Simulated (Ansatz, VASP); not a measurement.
**One calculation of Bi2Te3, two programs**

```
CELL_PARAMETERS angstrom
2.36448 1.45151 10.21756
-2.02152 1.38572 10.15177
0.11450 -2.37977 10.12769
ATOMIC_POSITIONS crystal
Bi 0.40000 0.40000 0.40000
Bi 0.60000 0.60000 0.60000
Te 0.00000 0.00000 0.00000
Te 0.20950 0.20950 0.20950
Te 0.79050 0.79050 0.79050
```

Change from the starting cell: equal xy, yz and zx shear strains of +3 %, crystal datasets.

Alike in both runs: task electric field gradients; functional PBEsol; k mesh 7 × 7 × 7; occupations fermi-dirac, width 0.08 eV; no spin polarisation.

```csv
,VASP,Ansatz
version,VASP 6.6.1,Ansatz 0.2.0
potentials or method,"VASP PAW PBE potentials, release 64 (Bi_d, Te), cutoff 520 eV","all-electron PAW with datasets made for the crystal, scalar-relativistic"
```

Ansatz gave:

```
pressure (GPa)                                                : -0.5
traceless stress, the component that is largest in VASP (GPa) : -1.56
rms of the force components (eV/Å)                            : 0.096
size of Vzz on the site where it differs most (V/Å²)          : 101.6
```

**Question.** What did VASP give for the same quantities?

**Answer.** Pressure (GPa): -0.5; traceless stress, the component that is largest in VASP (GPa): -1.56; rms of the force components (eV/Å): 0.094; size of Vzz on the site where it differs most (V/Å²): 97.0.

VASP's potentials were made for PBE, not for PBEsol. Atom by atom the forces differ by 0.007 eV/Å (rms over components). Ansatz ran all-electron here, and VASP with PAW potentials.

Spin-orbit coupling is off throughout.
